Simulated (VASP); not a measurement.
K3ScZn4F12 (a cell with a defect), 20 atoms in the cell. The cell holds a defect, 20 atoms: a = 8.105 Å, b = 8.105 Å, c = 4.052 Å, α = 90.00°, β = 90.00°, γ = 90.00°. 

| Item | Value |
| --- | --- |
| Program | VASP 6.6.1 |
| Task | single point |
| Functional | PBEsol |
| Dispersion | D3(BJ) |
| Potentials or basis | VASP PAW PBE potentials, release 64 (K_sv, Sc_sv, Zn, F) |
| Cutoff | 520 eV |
| k mesh | 2 × 2 × 2, shifted |
| Occupations | fermi-dirac, width 0.05 eV |
| Spin | no spin polarisation |
| Dipole correction | no |
| Charge | 2 |
| Further INCAR settings | ALGO = Normal; EDIFF = 1e-06; NBANDS = 101; NELECT = 168.0 |

Potentials or basis: VASP PAW PBE potentials, release 64 (K_sv, Sc_sv, Zn, F).

Launch:

```bash
$ cat potpaw_PBE.64/K_sv/POTCAR potpaw_PBE.64/Sc_sv/POTCAR potpaw_PBE.64/Zn/POTCAR potpaw_PBE.64/F/POTCAR > POTCAR
$ mpirun -np 1 vasp_std > vasp.out
```

Hardware: 1 thread of Intel(R) Xeon(R) Platinum 8375C CPU @ 2.90GHz (Ice Lake), on a shared host.

Task: How long does it take, and how much memory?

Result: Run time: 15 min on 1 thread of Intel(R) Xeon(R) Platinum 8375C CPU @ 2.90GHz (Ice Lake) (shared host), peak memory 0.38 GiB. Counts: scf iterations 89, k points 4.
